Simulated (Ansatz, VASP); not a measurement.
# CsSb2 in VASP and in Ansatz

```xyz
3
Lattice="4.6642 0.0000 0.0000 -2.3321 4.0393 0.0000 0.0000 0.0000 5.0361" Properties=species:S:1:pos:R:3 pbc="T T T"
Cs    0.0000    0.0000    0.0000
Sb    0.0000    2.6929    2.5181
Sb    2.3321    1.3464    2.5181
```

Alike in both runs: task relaxation of cell and atoms; functional PBE; k mesh 6 × 6 × 4; occupations gaussian, width 0.1 eV; no spin polarisation.

|  | VASP | Ansatz |
| --- | --- | --- |
| version | VASP 6.6.1 | Ansatz 0.2.0 |
| potentials or method | VASP PAW PBE potentials, release 64 (Cs_sv, Sb_d_GW), cutoff 500 eV | scalar-relativistic, plane waves, PAW |
| valence electrons in the cell | 39 | 39 |

Ansatz gave:

* gap on the k mesh at the Fermi level, each at its own relaxed structure (eV): none
* relaxed volume (Å³/atom): 45.25
* relaxed cell length with the largest relative difference (Å): 5.862

Task: What did VASP give for the same quantities?

Result: gap on the k mesh at the Fermi level, each at its own relaxed structure (eV): none; relaxed volume (Å³/atom): 45.50; relaxed cell length with the largest relative difference (Å): 5.888.

A gap of «none» marks a metal or a gap that the smearing closes.

Spin-orbit coupling is off throughout. Noted on VASP's run: the volume moved by over 15 % at a fixed basis, so the end points are rough.
